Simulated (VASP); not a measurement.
Here is a VASP 6.6.1 calculation.

Contents of INCAR:

```
SYSTEM = BeS
PREC = Accurate
ENCUT = 520
EDIFF = 1E-7
ISMEAR = 0
SIGMA = 0.05
LREAL = .False.
LASPH = .True.
NELM = 60
ALGO = Normal
ISIF = 2
LWAVE = .False.
LCHARG = .False.
GGA = PS
NBANDS = 11
```

File KPOINTS:

```
regular mesh
0
Gamma
  10 10 10
  0 0 0
```

File POSCAR:

```
BeS
1.0
    0.0000000000      2.3994790536      2.3994790536
    2.3994790536      0.0000000000      2.3994790536
    2.3994790536      2.3994790536      0.0000000000
Be S
1 1
Direct
    0.0000000000      0.0000000000      0.0000000000
    0.7500000000      0.7500000000      0.7500000000
```

Potentials or basis: VASP PAW PBE potentials, release 64 (Be, S).

Run with:

```console
$ cat potpaw_PBE.64/Be/POTCAR potpaw_PBE.64/S/POTCAR > POTCAR
$ mpirun -np 1 vasp_std > vasp.out
```

(1) Predict the band gap on the k mesh.

(2) Estimate the pressure.

Results:

(1) 2.85 eV, indirect (least direct gap 5.59 eV).

(2) 2.6 GPa.

Caveat: the PAW data sets were made with another functional, which shifts forces and pressure a little.
